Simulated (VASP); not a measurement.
# BaTiO3 (Pm-3m) in VASP: single point with r2SCAN

Aim: the single point of BaTiO3 with r2SCAN.

Program: VASP 6.6.1. These are calculated values, not measurements. Logs are shortened: lines on timing, memory, paths and dates and some standing lists are left out, and cuts for length are marked.

## 1. The cell of the first run

It takes space group Pm-3m (No. 221, cubic). The conventional cell has a = 3.994 Å, b = 3.994 Å, c = 3.994 Å, α = 90.00°, β = 90.00°, γ = 90.00°. Within 3.7 Å of Ba (site symmetry m-3m) lie 12 O at 2.82 Å and 8 Ti at 3.46 Å. Within 2.6 Å of Ti (site symmetry m-3m) lie 6 O at 2.00 Å. Within 2.6 Å of O (site symmetry 4/mmm) lie 2 Ti at 2.00 Å.

## 2. Single point, r2SCAN

Contents of POSCAR:

```
BaTiO3
1.0
    3.9939696151      0.0000000000      0.0000000000
    0.0000000000      3.9939696151      0.0000000000
    0.0000000000      0.0000000000      3.9941038460
Ba Ti O
1 1 3
Direct
    0.0000000000      0.0000000000      0.0000000000
    0.5000000000      0.5000000000      0.5000000000
    0.5000000000      0.5000000000      0.0000000000
    0.5000000000      0.0000000000      0.5000000000
    0.0000000000      0.5000000000      0.5000000000
```

Contents of INCAR.step1:

```
SYSTEM = BaTiO3
PREC = Accurate
ENCUT = 910
ISMEAR = 0
SIGMA = 0.02
LREAL = .False.
LASPH = .True.
NELM = 120
NBANDS = 28
GGA = PE
ALGO = Normal
EDIFF = 1E-5
LWAVE = .True.
LCHARG = .False.
GGA_COMPAT = .False.
```

Contents of INCAR.step2:

```
SYSTEM = BaTiO3
PREC = Accurate
ENCUT = 910
EDIFF = 1E-6
ISMEAR = 0
SIGMA = 0.02
LREAL = .False.
LASPH = .True.
NELM = 120
ALGO = Normal
ISIF = 2
LWAVE = .False.
LCHARG = .True.
METAGGA = R2SCAN
LMIXTAU = .True.
LELF = .True.
LVHAR = .True.
NBANDS = 28
ISTART = 1
GGA_COMPAT = .False.
```

Contents of KPOINTS:

```
Automatic mesh
0
Gamma
  8 8 8
  0 0 0
```

Potentials or basis: VASP PAW PBE potentials, release 64 (Ba_sv, Ti_sv, O_h).

Command:

```sh
> cat potpaw_PBE.64/Ba_sv/POTCAR potpaw_PBE.64/Ti_sv/POTCAR potpaw_PBE.64/O_h/POTCAR > POTCAR
> cp INCAR.step1 INCAR
> mpirun -np 1 vasp_std > vasp.out
> cp INCAR.step2 INCAR
> mpirun -np 1 vasp_std > vasp.out
```

OUTCAR:

```text
SYSTEM = BaTiO3
   PREC = Accurate
   ENCUT = 910
   EDIFF = 1E-6
   ISMEAR = 0
   LREAL = .False.
   LASPH = .True.
   NELM = 120
   ISIF = 2
   METAGGA = R2SCAN
   ISTART = 1

 ion  position               nearest neighbor table
   1  0.000  0.000  0.000-   3 2.82   3 2.82   3 2.82   3 2.82   5 2.82   4 2.82   5 2.82   5 2.82
                             5 2.82   4 2.82   4 2.82   4 2.82   2 3.46   2 3.46   2 3.46   2 3.46
   2  0.500  0.500  0.500-   4 2.00   5 2.00   4 2.00   5 2.00   3 2.00   3 2.00   1 3.46   1 3.46
                             1 3.46   1 3.46   1 3.46   1 3.46   1 3.46   1 3.46
   3  0.500  0.500  0.000-   2 2.00   2 2.00   1 2.82   1 2.82   1 2.82   1 2.82
   4  0.500  0.000  0.500-   2 2.00   2 2.00   1 2.82   1 2.82   1 2.82   1 2.82
   5  0.000  0.500  0.500-   2 2.00   2 2.00   1 2.82   1 2.82   1 2.82   1 2.82

  LATTYP: Found a simple tetragonal cell.
 ALAT       =     3.9939696151
 C/A-ratio  =     1.0000336084

  Lattice vectors:

 A1 = (   3.9939696151,   0.0000000000,   0.0000000000)
 A2 = (   0.0000000000,   3.9939696151,   0.0000000000)
 A3 = (   0.0000000000,   0.0000000000,   3.9941038460)

Analysis of symmetry for initial positions (statically):
=====================================================================
 Subroutine PRICEL returns:
 Original cell was already a primitive cell.

 Routine SETGRP: Setting up the symmetry group for a
 simple tetragonal supercell.

 Subroutine GETGRP returns: Found 16 space group operations
 (whereof 16 operations were pure point group operations)
 out of a pool of 16 trial point group operations.

The static configuration has the point symmetry D_4h.

Analysis of symmetry for dynamics (positions and initial velocities):
=====================================================================
 Subroutine PRICEL returns:
 Original cell was already a primitive cell.

 Routine SETGRP: Setting up the symmetry group for a
 simple tetragonal supercell.

 Subroutine GETGRP returns: Found 16 space group operations
 (whereof 16 operations were pure point group operations)
 out of a pool of 16 trial point group operations.

The dynamic configuration has the point symmetry D_4h.

 Subroutine INISYM returns: Found 16 space group operations
 (whereof 16 operations are pure point group operations),
 and found     1 'primitive' translations

----------------------------------------------------------------------------------------

                                     Primitive cell

  volume of cell :      63.7131

  direct lattice vectors                    reciprocal lattice vectors
     3.993969615  0.000000000  0.000000000     0.250377468  0.000000000  0.000000000
     0.000000000  3.993969615  0.000000000     0.000000000  0.250377468  0.000000000
     0.000000000  0.000000000  3.994103846     0.000000000  0.000000000  0.250369054

  length of vectors
     3.993969615  3.993969615  3.994103846     0.250377468  0.250377468  0.250369054

  position of ions in fractional coordinates (direct lattice)
     0.000000000  0.000000000  0.000000000
     0.500000000  0.500000000  0.500000000
     0.500000000  0.500000000  0.000000000
     0.500000000  0.000000000  0.500000000
     0.000000000  0.500000000  0.500000000

  ion indices of the primitive-cell ions
   primitive index   ion index
                 1           1
                 2           2
                 3           3
                 4           4
                 5           5

----------------------------------------------------------------------------------------

 KPOINTS: Automatic mesh

Automatic generation of k-mesh.
 Grid dimensions read from file:
 generate k-points for:    8    8    8

 Generating k-lattice:

  Cartesian coordinates                     Fractional coordinates (reciprocal lattice)
     0.031297184  0.000000000  0.000000000     0.125000000  0.000000000  0.000000000
     0.000000000  0.031297184  0.000000000     0.000000000  0.125000000  0.000000000
     0.000000000  0.000000000  0.031296132     0.000000000  0.000000000  0.125000000

  Length of vectors
     0.031297184  0.031297184  0.031296132

  Shift w.r.t. Gamma in fractional coordinates (k-lattice)
     0.000000000  0.000000000  0.000000000

 Subroutine IBZKPT returns following result:
 ===========================================

 Found     75 irreducible k-points:

 Following reciprocal coordinates:
            Coordinates               Weight
  0.000000  0.000000  0.000000      1.000000
  0.125000  0.000000  0.000000      4.000000
  0.250000  0.000000  0.000000      4.000000
  0.375000  0.000000  0.000000      4.000000
  0.500000  0.000000  0.000000      2.000000
  0.125000  0.125000  0.000000      4.000000
[... 16 lines left out ...]
  0.375000  0.125000  0.125000     16.000000
  0.500000  0.125000  0.125000      8.000000
 [... further k-points ...]
   k-points           NKPTS =     75   k-points in BZ     NKDIM =     75   number of bands    NBANDS=     28
   number of dos      NEDOS =    301   number of ions     NIONS =      5
   total plane-waves  NPLWV =  64000
   dimension x,y,z NGX =    40 NGY =   40 NGZ =   40
   dimension x,y,z NGXF=    80 NGYF=   80 NGZF=   80
   ions per type =               1   1   3
   NGX,Y,Z   is equivalent  to a cutoff of  16.65, 16.65, 16.65 a.u.
   NGXF,Y,Z  is equivalent  to a cutoff of  33.30, 33.30, 33.30 a.u.
 SYSTEM =  BaTiO3
   PREC   = accura    normal or accurate (medium, high low for compatibility)
   ISTART =      1    job   : 0-new  1-cont  2-samecut
   ICHARG =      0    charge: 1-file 2-atom 10-const
   ISPIN  =      1    spin polarized calculation?
   LNONCOLLINEAR =      F non collinear calculations
   LSORBIT =      F    spin-orbit coupling
   LASPH  =      T    aspherical Exc in radial PAW
   ENCUT  =  910.0 eV  66.88 Ry    8.18 a.u.   9.82  9.82  9.82*2*pi/ulx,y,z
   NELM   =    120;   NELMIN=  2; NELMDL=  0     # of ELM steps
   EDIFF  = 0.1E-05   stopping-criterion for ELM
   LREAL  =      F    real-space projection
   EDIFFG = 0.1E-04   stopping-criterion for IOM
   NSW    =      0    number of steps for IOM
   IBRION =     -1    ionic relax: 0-MD 1-quasi-New 2-CG
   NFREE  =      0    steps in history (QN), initial steepest desc. (CG)
   ISIF   =      2    stress and relaxation
   ISYM   =      2    0-nonsym 1-usesym 2-fastsym
   POTIM  = 0.5000    time-step for ionic-motion
   TEBEG  =    0.0;   TEEND  =   0.0 temperature during run
   PSTRESS=    0.0 pullay stress
   NELECT =      40.0000    total number of electrons
   NUPDOWN=      -1.0000    fix difference up-down
   EMIN   =  10.00;   EMAX   =-10.00  energy-range for DOS
   EFERMI =   0.00;   METHOD = LEGACY
   ISMEAR =     0;   SIGMA  =   0.02  broadening in eV -4-tet -1-fermi 0-gaus
   EFERMI_NEDOS =   21; number of points for ismear=-14 and -15
   IALGO  =     38    algorithm
   IMIX   =      4    mixing-type and parameters
     AMIX     =   0.40;   BMIX     =  1.00
     AMIX_MAG =   1.60;   BMIX_MAG =  1.00
  volume/ion in A,a.u.               =      12.74        85.99
  Fermi-wavevector in a.u.,A,eV,Ry     =   1.401797  2.649013 26.735932  1.965036
  Thomas-Fermi vector in A             =   2.524623
   LORBIT       =      0    0 simple, 1 ext, 2 COOP (PROOUT), +10 PAW based schemes
   METAGGA = R2SCAN    functional components
   LHFCALC =     F    Hartree Fock is set to
   AEXX    =    0.0000 exact exchange contribution
   IVDW    =     0    specifies the selected vdW correction
   LEPSILON=     F    determine dielectric tensor
   LRPA    =     F    only Hartree local field effects (RPA)
 non-spin polarized calculation
 Gauss-broadening in eV      SIGMA  =   0.02
  energy-cutoff  :      910.00
  volume of cell :       63.71
 maximum number of plane-waves:      4012
 NGX is ok and might be reduce to    40
   NGX = 19   NGY = 19   NGZ = 19

 number of electron      40.0000009 magnetization

 Free energy of the ion-electron system (eV)
  ---------------------------------------------------
  ext. energy  EPLUGINS =         0.00000000
  ---------------------------------------------------
  free energy    TOTEN  =       -74.26363894 eV

  energy without entropy =      -74.26363894  energy(sigma->0) =      -74.26363894

 E-fermi :   4.1069     XC(G=0): -11.9596

 val. band max:        3.9359601967   @ k =   0.5000   0.5000   0.5000
 cond. band min:       6.0942302767   @ k =   0.0000   0.0000   0.0000
 fundamental gap:      2.1582700800
 Fermi energy:         4.1069110075

 k-point     1 :       0.0000    0.0000    0.0000
  band No.  band energies     occupation
      1     -54.9110      2.00000
      2     -30.0731      2.00000
      3     -30.0731      2.00000
      4     -30.0731      2.00000
      5     -21.5149      2.00000
      6     -13.9366      2.00000
[... 20 lines left out ...]
     27       9.5551      0.00000
     28      12.3281      0.00000

 k-point     2 :       0.1250    0.0000    0.0000
  band No.  band energies     occupation
      1     -54.9108      2.00000
      2     -30.0819      2.00000
      3     -30.0728      2.00000
      4     -30.0728      2.00000
      5     -21.4957      2.00000
      6     -13.9449      2.00000
[... 20 lines left out ...]
     27       9.8737      0.00000
     28      12.7046      0.00000

 k-point     3 :       0.2500    0.0000    0.0000
  band No.  band energies     occupation
      1     -54.9104      2.00000
      2     -30.1030      2.00000
      3     -30.0720      2.00000
      4     -30.0720      2.00000
      5     -21.4488      2.00000
      6     -14.0147      2.00000
[... 20 lines left out ...]
     27      10.7194      0.00000
     28      13.0201      0.00000

 k-point     4 :       0.3750    0.0000    0.0000
  band No.  band energies     occupation
      1     -54.9100      2.00000
      2     -30.1240      2.00000
      3     -30.0713      2.00000
      4     -30.0713      2.00000
      5     -21.4008      2.00000
      6     -14.1253      2.00000
[... 578 lines left out ...]
     27      11.2024      0.00000
     28      13.0937      0.00000

 k-point    23 :       0.3750    0.1250    0.1250
  band No.  band energies     occupation
      1     -54.9097      2.00000
      2     -30.1230      2.00000
      3     -30.0797      2.00000
      4     -30.0795      2.00000
      5     -21.3748      2.00000
      6     -13.9945      2.00000
[... 20 lines left out ...]
     27      12.1607      0.00000
     28      13.3413      0.00000

 k-point    24 :       0.5000    0.1250    0.1250
  band No.  band energies     occupation
      1     -54.9096      2.00000
      2     -30.1316      2.00000
      3     -30.0794      2.00000
      4     -30.0792      2.00000
      5     -21.3567      2.00000
      6     -14.0310      2.00000
[... 20 lines left out ...]
     27      12.5753      0.00000
     28      13.4641      0.00000

 [... further k-points ...]
[... 5 lines left out ...]
  --------------------------------------------------------------------------------------
  -------------------------------------------------------------------------------------
  Total        0.7175361      0.7175361      0.7145460      0.0000000      0.0000000      0.0000000
  in kB       18.0436937     18.0436937     17.9685040      0.0000000      0.0000000      0.0000000
  external PRESSURE =      18.0186304 kB  Pullay stress =       0.0000000 kB

 VOLUME and BASIS-vectors are now :
 -----------------------------------------------------------------------------
  energy-cutoff  :      910.00
  volume of cell :       63.71
      direct lattice vectors                 reciprocal lattice vectors
     3.993969615  0.000000000  0.000000000     0.250377468  0.000000000  0.000000000
     0.000000000  3.993969615  0.000000000     0.000000000  0.250377468  0.000000000
     0.000000000  0.000000000  3.994103846     0.000000000  0.000000000  0.250369054

 POSITION                                       TOTAL-FORCE (eV/Angst)
 -----------------------------------------------------------------------------------
      0.00000      0.00000      0.00000         0.000000      0.000000      0.000000
      1.99698      1.99698      1.99705         0.000000      0.000000      0.000000
      1.99698      1.99698      0.00000         0.000000      0.000000      0.000000
      1.99698      0.00000      1.99705         0.000000      0.000000      0.000000
      0.00000      1.99698      1.99705         0.000000      0.000000      0.000000
 -----------------------------------------------------------------------------------
    total drift:                                0.000000      0.000000     -0.000000

  FREE ENERGIE OF THE ION-ELECTRON SYSTEM (eV)
  ---------------------------------------------------
  free  energy   TOTEN  =       -74.2636389414 eV

  energy  without entropy=      -74.2636389414  energy(sigma->0) =      -74.26363894
```

Run time: 6.4 min. Hardware: 1 thread of Intel Xeon 6975P-C (Granite Rapids), shared host; peak memory 0.48 GiB.

What came out:

- Free energy: -74.2636 eV
- Pressure: 1.8 GPa
- Band gap on the k mesh: 2.16 eV (least direct gap 2.31 eV)

Caveat: the cutoff is under 1.25 times the usual one of these potentials, so pressure, stress and relaxed cells hold a basis-set (Pulay) error; the PAW data sets were made with another functional, which shifts forces and pressure a little; spin-orbit coupling is left out, which moves the levels of the heavy elements.
